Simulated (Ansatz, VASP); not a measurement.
## TePb in VASP and in Ansatz

File POSCAR:

```
TePb
1.0
    0.0000000000      3.2465014325      3.2465014325
    3.2465014325      0.0000000000      3.2465014325
    3.2465014325      3.2465014325      0.0000000000
Te Pb
1 1
Direct
    0.5000000000      0.5000000000      0.5000000000
    0.0000000000      0.0000000000      0.0000000000
```

The input INCAR.step1:

```
PREC     = Accurate       # precision mode
ENCUT    = 550            # plane-wave cutoff, eV
ISMEAR   = 0              # smearing method
SIGMA    = 0.02           # smearing width, eV
LREAL    = False          # projectors in reciprocal space
LASPH    = True           # aspherical terms in the spheres
NELM     = 120            # most SCF steps
NBANDS   = 17             # bands
GGA      = PE             # functional
ALGO     = Normal         # electronic algorithm
EDIFF    = 1E-5           # SCF threshold, eV
LWAVE    = True           # write WAVECAR
LCHARG   = False          # write CHGCAR
GGA_COMPAT= False
```

INCAR.step2

```
PREC     = Accurate       # precision mode
ENCUT    = 550            # plane-wave cutoff, eV
EDIFF    = 1E-6           # SCF threshold, eV
ISMEAR   = 0              # smearing method
SIGMA    = 0.02           # smearing width, eV
LREAL    = False          # projectors in reciprocal space
LASPH    = True           # aspherical terms in the spheres
NELM     = 120            # most SCF steps
ALGO     = Normal         # electronic algorithm
ISIF     = 2              # what is computed and relaxed
LWAVE    = False          # write WAVECAR
LCHARG   = False          # write CHGCAR
METAGGA  = R2SCAN         # meta-GGA
LMIXTAU  = True         
NBANDS   = 17             # bands
ISTART   = 1            
GGA_COMPAT= False
```

File KPOINTS:

```
regular mesh
0
Gamma
  8 8 8
```

Input for Ansatz:

```yaml
crystal:
  lattice:
    - [0.0, 3.2465014325, 3.2465014325]
    - [3.2465014325, 0.0, 3.2465014325]
    - [3.2465014325, 3.2465014325, 0.0]
  atoms:
    - { symbol: Te, position: [0.5, 0.5, 0.5] }
    - { symbol: Pb, position: [0.0, 0.0, 0.0] }
basis:
  ecutwfc: 500
kpoints:
  mp_grid: { grid: [8, 8, 8] }
  band_path:
    path:
      - [[0.0, 0.0, 0.0], [0.5, 0.0, 0.5], [0.625, 0.25, 0.625]]
      - [[0.375, 0.375, 0.75], [0.0, 0.0, 0.0], [0.5, 0.5, 0.5], [0.5, 0.25, 0.75], [0.5, 0.0, 0.5]]
    npoints: 12
hamiltonian:
  xc: r2scan
scf:
  occupations: { method: gaussian, width: 0.02 }
  n_extra_bands: 6
output:
  forces: true
  stress: true
  eigenvalues: true
```

Alike in both runs: task single point; functional r2SCAN; k mesh 8 × 8 × 8; occupations gaussian, width 0.02 eV; no spin polarisation.

|  | VASP | Ansatz |
| --- | --- | --- |
| version | VASP 6.6.1 | Ansatz 0.2.0 |
| potentials or method | VASP PAW PBE potentials, release 64 (Te, Pb_d), cutoff 550 eV | scalar-relativistic, plane waves, PAW |
| valence electrons in the cell | 20 | 30 |

|  | VASP | Ansatz | Ansatz less VASP |
| --- | --- | --- | --- |
| gap on the k mesh at the Fermi level (eV) | 1.05 | 1.05 | -0.004 |
| least direct gap on the mesh (eV) | 1.05 | 1.05 | -0.004 |
| pressure (GPa) | 0.8 | 0.8 | 0.00 |

VASP's potentials were made for PBE, not for r2SCAN. With one functional, cell and mesh, what is left measures potentials, basis and numerics. VASP's potentials hold 20 valence electrons a cell and Ansatz's 30, so a difference there can come from the potentials and not from the codes.

Neither program's run includes spin-orbit coupling.
